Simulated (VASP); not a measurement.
# BaTaCuO5 (P4mm) in VASP: single point with PBE

Aim: the single point of BaTaCuO5 with PBE.

Program: VASP 6.6.1. These are calculated values, not measurements. Logs are shortened: lines on timing, memory, paths and dates and some standing lists are left out, and cuts for length are marked.

### Step 1. The cell of the first run

The structure is tetragonal, space group P4mm (No. 99). The conventional cell has a = 3.805 Å, b = 3.805 Å, c = 9.173 Å, α = 90.00°, β = 90.00°, γ = 90.00°. Within 2.5 Å of Ta (site symmetry 4mm) lie 5 O at 1.87 to 1.95 Å. Ba (site symmetry 4mm) has 8 O at 2.68 to 2.90 Å and 4 Cu at 3.51 Å within 3.6 Å. Within 2.6 Å of Cu (site symmetry 4mm) lie 4 O at 1.94 Å. O (site symmetry 4mm) has 1 Ta at 1.87 Å within 2.5 Å. O (site symmetry 2mm) has 2 Cu at 1.94 Å and 2 Ba at 2.68 Å and 4 O at 2.69 Å within 2.7 Å. Within 2.7 Å of O (site symmetry 2mm) lie 2 Ta at 1.95 Å and 4 O at 2.69 Å.

### Step 2. Single point, PBE

Input file INCAR:

```
ALGO = Normal
EDIFF = 1E-7
ENCUT = 520
GGA = PE
ISIF = 2
ISMEAR = -1
LASPH = T
LCHARG = F
LREAL = F
LWAVE = F
NBANDS = 41
NELM = 100
PREC = Accurate
SIGMA = 0.05
```

Input file KPOINTS:

```
k-points
0
Gamma
  7 7 3
```

Input file POSCAR:

```
BaTaCuO5
1.0
    3.8053350000      0.0000000000      0.0000000000
    0.0000000000      3.8053350000      0.0000000000
    0.0000000000      0.0000000000      9.1728540000
Ta Ba Cu O
1 1 1 5
Direct
    0.0000000000      0.0000000000      0.7083950000
    0.5000000000      0.5000000000      0.0293030000
    0.0000000000      0.0000000000      0.2753060000
    0.0000000000      0.0000000000      0.9122970000
    0.0000000000      0.5000000000      0.2356750000
    0.5000000000      0.0000000000      0.2356750000
    0.0000000000      0.5000000000      0.6636100000
    0.5000000000      0.0000000000      0.6636100000
```

Potentials or basis: VASP PAW PBE potentials, release 64 (Ta_pv, Ba_sv, Cu, O).

The run is started by

```sh
$ cat potpaw_PBE.64/Ta_pv/POTCAR potpaw_PBE.64/Ba_sv/POTCAR potpaw_PBE.64/Cu/POTCAR potpaw_PBE.64/O/POTCAR > POTCAR
$ mpirun -np 1 vasp_std > vasp.out
```

OUTCAR:

```text
EDIFF = 1E-7
   ENCUT = 520
   GGA = PE
   ISIF = 2
   ISMEAR = -1
   LASPH = T
   LREAL = F
   NELM = 100
   PREC = Accurate

 ion  position               nearest neighbor table
   1  0.000  0.000  0.708-   4 1.87   7 1.95   8 1.95   7 1.95   8 1.95   2 3.99   2 3.99   2 3.99
                             2 3.99
   2  0.500  0.500  0.029-   5 2.68   6 2.68   6 2.68   5 2.68   4 2.90   4 2.90   4 2.90   4 2.90
                             3 3.51   3 3.51   3 3.51   3 3.51   1 3.99   1 3.99   1 3.99   1 3.99
   3  0.000  0.000  0.275-   5 1.94   6 1.94   5 1.94   6 1.94   2 3.51   2 3.51   2 3.51   2 3.51

   4  0.000  0.000  0.912-   1 1.87   2 2.90   2 2.90   2 2.90   2 2.90
   5  0.000  0.500  0.236-   3 1.94   3 1.94   2 2.68   2 2.68
   6  0.500  0.000  0.236-   3 1.94   3 1.94   2 2.68   2 2.68
   7  0.000  0.500  0.664-   1 1.95   1 1.95
   8  0.500  0.000  0.664-   1 1.95   1 1.95

  LATTYP: Found a simple tetragonal cell.
 ALAT       =     3.8053350000
 C/A-ratio  =     2.4105246976

  Lattice vectors:

 A1 = (   3.8053350000,   0.0000000000,   0.0000000000)
 A2 = (   0.0000000000,   3.8053350000,   0.0000000000)
 A3 = (   0.0000000000,   0.0000000000,   9.1728540000)

Analysis of symmetry for initial positions (statically):
=====================================================================
 Subroutine PRICEL returns:
 Original cell was already a primitive cell.

 Routine SETGRP: Setting up the symmetry group for a
 simple tetragonal supercell.

 Subroutine GETGRP returns: Found  8 space group operations
 (whereof  8 operations were pure point group operations)
 out of a pool of 16 trial point group operations.

The static configuration has the point symmetry C_4v.

Analysis of symmetry for dynamics (positions and initial velocities):
=====================================================================
 Subroutine PRICEL returns:
 Original cell was already a primitive cell.

 Routine SETGRP: Setting up the symmetry group for a
 simple tetragonal supercell.

 Subroutine GETGRP returns: Found  8 space group operations
 (whereof  8 operations were pure point group operations)
 out of a pool of 16 trial point group operations.

The dynamic configuration has the point symmetry C_4v.

 Subroutine INISYM returns: Found  8 space group operations
 (whereof  8 operations are pure point group operations),
 and found     1 'primitive' translations

----------------------------------------------------------------------------------------

                                     Primitive cell

  volume of cell :     132.8282

  direct lattice vectors                    reciprocal lattice vectors
     3.805335000  0.000000000  0.000000000     0.262788953  0.000000000  0.000000000
     0.000000000  3.805335000  0.000000000     0.000000000  0.262788953  0.000000000
     0.000000000  0.000000000  9.172854000     0.000000000  0.000000000  0.109017324

  length of vectors
     3.805335000  3.805335000  9.172854000     0.262788953  0.262788953  0.109017324

  position of ions in fractional coordinates (direct lattice)
     0.000000000  0.000000000  0.708395000
     0.500000000  0.500000000  0.029303000
     0.000000000  0.000000000  0.275306000
     0.000000000  0.000000000  0.912297000
     0.000000000  0.500000000  0.235675000
     0.500000000  0.000000000  0.235675000
     0.000000000  0.500000000  0.663610000
     0.500000000  0.000000000  0.663610000

  ion indices of the primitive-cell ions
   primitive index   ion index
                 1           1
                 2           2
                 3           3
                 4           4
                 5           5
                 6           6
                 7           7
                 8           8

----------------------------------------------------------------------------------------

 KPOINTS: k-points

Automatic generation of k-mesh.
 Grid dimensions read from file:
 generate k-points for:    7    7    3

 Generating k-lattice:

  Cartesian coordinates                     Fractional coordinates (reciprocal lattice)
     0.037541279  0.000000000  0.000000000     0.142857143  0.000000000  0.000000000
     0.000000000  0.037541279  0.000000000     0.000000000  0.142857143  0.000000000
     0.000000000  0.000000000  0.036339108     0.000000000  0.000000000  0.333333333

  Length of vectors
     0.037541279  0.037541279  0.036339108

  Shift w.r.t. Gamma in fractional coordinates (k-lattice)
     0.000000000  0.000000000  0.000000000

 Subroutine IBZKPT returns following result:
 ===========================================

 Found     20 irreducible k-points:

 Following reciprocal coordinates:
            Coordinates               Weight
  0.000000  0.000000  0.000000      1.000000
  0.142857  0.000000  0.000000      4.000000
  0.285714  0.000000  0.000000      4.000000
  0.428571  0.000000  0.000000      4.000000
  0.142857  0.142857  0.000000      4.000000
  0.285714  0.142857  0.000000      8.000000
[... 12 lines left out ...]
  0.428571  0.285714  0.333333     16.000000
  0.428571  0.428571  0.333333      8.000000
   k-points           NKPTS =     20   k-points in BZ     NKDIM =     20   number of bands    NBANDS=     41
   number of dos      NEDOS =    301   number of ions     NIONS =      8
   total plane-waves  NPLWV =  54880
   dimension x,y,z NGX =    28 NGY =   28 NGZ =   70
   dimension x,y,z NGXF=    56 NGYF=   56 NGZF=  140
   ions per type =               1   1   1   5
   NGX,Y,Z   is equivalent  to a cutoff of  12.23, 12.23, 12.69 a.u.
   NGXF,Y,Z  is equivalent  to a cutoff of  24.47, 24.47, 25.37 a.u.
 SYSTEM =  unknown system
   PREC   = accura    normal or accurate (medium, high low for compatibility)
   ISTART =      0    job   : 0-new  1-cont  2-samecut
   ICHARG =      2    charge: 1-file 2-atom 10-const
   ISPIN  =      1    spin polarized calculation?
   LNONCOLLINEAR =      F non collinear calculations
   LSORBIT =      F    spin-orbit coupling
   LASPH  =      T    aspherical Exc in radial PAW
   ENCUT  =  520.0 eV  38.22 Ry    6.18 a.u.   7.08  7.08 17.06*2*pi/ulx,y,z
   NELM   =    100;   NELMIN=  2; NELMDL= -5     # of ELM steps
   EDIFF  = 0.1E-06   stopping-criterion for ELM
   LREAL  =      F    real-space projection
   EDIFFG = 0.1E-05   stopping-criterion for IOM
   NSW    =      0    number of steps for IOM
   IBRION =     -1    ionic relax: 0-MD 1-quasi-New 2-CG
   NFREE  =      0    steps in history (QN), initial steepest desc. (CG)
   ISIF   =      2    stress and relaxation
   ISYM   =      2    0-nonsym 1-usesym 2-fastsym
   POTIM  = 0.5000    time-step for ionic-motion
   TEBEG  =    0.0;   TEEND  =   0.0 temperature during run
   PSTRESS=    0.0 pullay stress
   NELECT =      62.0000    total number of electrons
   NUPDOWN=      -1.0000    fix difference up-down
   EMIN   =  10.00;   EMAX   =-10.00  energy-range for DOS
   EFERMI =   0.00;   METHOD = LEGACY
   ISMEAR =    -1;   SIGMA  =   0.05  broadening in eV -4-tet -1-fermi 0-gaus
   EFERMI_NEDOS =   21; number of points for ismear=-14 and -15
   IALGO  =     38    algorithm
   IMIX   =      4    mixing-type and parameters
     AMIX     =   0.40;   BMIX     =  1.00
     AMIX_MAG =   1.60;   BMIX_MAG =  1.00
  volume/ion in A,a.u.               =      16.60       112.05
  Fermi-wavevector in a.u.,A,eV,Ry     =   1.269917  2.399795 21.941965  1.612689
  Thomas-Fermi vector in A             =   2.402932
   LORBIT       =      0    0 simple, 1 ext, 2 COOP (PROOUT), +10 PAW based schemes
   GGA     = PE    functional components
   LHFCALC =     F    Hartree Fock is set to
   AEXX    =    0.0000 exact exchange contribution
   IVDW    =     0    specifies the selected vdW correction
   LEPSILON=     F    determine dielectric tensor
   LRPA    =     F    only Hartree local field effects (RPA)
 non-spin polarized calculation
  energy-cutoff  :      520.00
  volume of cell :      132.83
 maximum number of plane-waves:      3595
   NGX = 15   NGY = 15   NGZ = 35

 number of electron      61.9999963 magnetization

 Free energy of the ion-electron system (eV)
  ---------------------------------------------------
  ext. energy  EPLUGINS =         0.00000000
  ---------------------------------------------------
  free energy    TOTEN  =       -58.04093419 eV

  energy without entropy =      -58.01026691  energy(sigma->0) =      -58.02560055

 E-fermi :   1.0295     XC(G=0):  -9.3573

 val. band max:        1.0192575847   @ k =   0.4286   0.2857   0.3333
 cond. band min:       1.0578110388   @ k =   0.2857   0.0000   0.0000
 fundamental gap:      0.0385534541
 Fermi energy:         1.0295185010

 k-point     1 :       0.0000    0.0000    0.0000
  band No.  band energies     occupation
      1     -33.6474      2.00000
      2     -33.3979      2.00000
      3     -33.3979      2.00000
      4     -24.8351      2.00000
      5     -16.9099      2.00000
      6     -16.3508      2.00000
[... 33 lines left out ...]
     40       8.0500      0.00000
     41       8.9409      0.00000

 k-point     2 :       0.1429    0.0000    0.0000
  band No.  band energies     occupation
      1     -33.6462      2.00000
      2     -33.4246      2.00000
      3     -33.3968      2.00000
      4     -24.8121      2.00000
      5     -16.8016      2.00000
      6     -16.2772      2.00000
[... 33 lines left out ...]
     40       8.0963      0.00000
     41       8.8484      0.00000

 k-point     3 :       0.2857    0.0000    0.0000
  band No.  band energies     occupation
      1     -33.6434      2.00000
      2     -33.4841      2.00000
      3     -33.3945      2.00000
      4     -24.7597      2.00000
      5     -16.6605      2.00000
      6     -16.1817      2.00000
[... 33 lines left out ...]
     40       8.3168      0.00000
     41       8.5930      0.00000

 k-point     4 :       0.4286    0.0000    0.0000
  band No.  band energies     occupation
      1     -33.6408      2.00000
      2     -33.5314      2.00000
      3     -33.3927      2.00000
      4     -24.7167      2.00000
      5     -16.6124      2.00000
      6     -16.2251      2.00000
[... 649 lines left out ...]
     40       7.8906      0.00000
     41       8.4951      0.00000

 k-point    19 :       0.4286    0.2857    0.3333
  band No.  band energies     occupation
      1     -33.6369      2.00000
      2     -33.5276      2.00000
      3     -33.4785      2.00000
      4     -24.6507      2.00000
      5     -16.2416      2.00000
      6     -15.7745      2.00000
[... 33 lines left out ...]
     40       8.3354      0.00000
     41       8.6912      0.00000

 k-point    20 :       0.4286    0.4286    0.3333
  band No.  band energies     occupation
      1     -33.6344      2.00000
      2     -33.5255      2.00000
      3     -33.5255      2.00000
      4     -24.6132      2.00000
      5     -16.1734      2.00000
      6     -15.5753      2.00000
[... 33 lines left out ...]
     40       8.4909      0.00000
     41       8.8438      0.00000

------------------------ aborting loop because EDIFF is reached ----------------------------------------

  FORCE on cell =-STRESS in cart. coord.  units (eV):
  Direction    XX          YY          ZZ          XY          YZ          ZX
  --------------------------------------------------------------------------------------
  -------------------------------------------------------------------------------------
  Total       -0.1267733     -0.1267733     -0.3795246      0.0000000     -0.0000000      0.0000000
  in kB       -1.5291436     -1.5291436     -4.5778365      0.0000000     -0.0000000      0.0000000
  external PRESSURE =      -2.5453745 kB  Pullay stress =       0.0000000 kB

 VOLUME and BASIS-vectors are now :
 -----------------------------------------------------------------------------
  energy-cutoff  :      520.00
  volume of cell :      132.83
      direct lattice vectors                 reciprocal lattice vectors
     3.805335000  0.000000000  0.000000000     0.262788953  0.000000000  0.000000000
     0.000000000  3.805335000  0.000000000     0.000000000  0.262788953  0.000000000
     0.000000000  0.000000000  9.172854000     0.000000000  0.000000000  0.109017324

 POSITION                                       TOTAL-FORCE (eV/Angst)
 -----------------------------------------------------------------------------------
      0.00000      0.00000      6.49800        -0.000000      0.000000      0.130306
      1.90267      1.90267      0.26879        -0.000000     -0.000000      0.064842
      0.00000      0.00000      2.52534        -0.000000      0.000000     -0.018446
      0.00000      0.00000      8.36837        -0.000000      0.000000     -0.121561
      0.00000      1.90267      2.16181         0.000000      0.000000     -0.079284
      1.90267      0.00000      2.16181        -0.000000      0.000000     -0.079284
      0.00000      1.90267      6.08720        -0.000000     -0.000000      0.051714
      1.90267      0.00000      6.08720        -0.000000      0.000000      0.051714
 -----------------------------------------------------------------------------------
    total drift:                               -0.000000     -0.000000      0.001145

  FREE ENERGIE OF THE ION-ELECTRON SYSTEM (eV)
  ---------------------------------------------------
  free  energy   TOTEN  =       -58.0409341914 eV

  energy  without entropy=      -58.0102669060  energy(sigma->0) =      -58.02560055
```

Run time: 6.7 min. Hardware: 1 thread of Intel Xeon Platinum 8375C at 2.90GHz (Ice Lake), shared host; peak memory 0.28 GiB.

Results:

| Quantity | Value |
| --- | --- |
| Free energy | -58.0409 eV |
| Pressure | -0.3 GPa |
| Largest force | 0.130 eV/Å |
| Band gap on the k mesh | zero (bands 31 and 32 overlap by 0.59 eV) |

Forces in eV/Å, atoms in the order of the input:
```
Ta   0.000  0.000  0.130
Ba   0.000  0.000  0.065
Cu   0.000  0.000 -0.018
O    0.000  0.000 -0.122
O    0.000  0.000 -0.079
O    0.000  0.000 -0.079
O    0.000  0.000  0.052
O    0.000  0.000  0.052
```

Stress tensor (GPa, compression positive):
```
-0.15  0.00  0.00
 0.00 -0.15  0.00
 0.00  0.00 -0.46
```

Levels at points of the mesh, in eV from the Fermi level:
| k point | band 27 | band 28 | band 29 | band 30 | band 31 | band 32 | band 33 | band 34 | band 35 | band 36 |
| --- | --- | --- | --- | --- | --- | --- | --- | --- | --- | --- |
| (0.00, 0.00, 0.00) | -1.32 | -0.99 | -0.99 | -0.52 | -0.32 | -0.32 | 2.29 | 3.47 | 4.24 | 4.54 |

Caveat: spin-orbit coupling is left out, which moves the levels of the heavy elements; semilocal functionals often make such compounds metallic where correlation or magnetic order opens a gap, which also shifts bond lengths.

The gap in the log of VASP goes by the Fermi energy; the results here count the filled bands.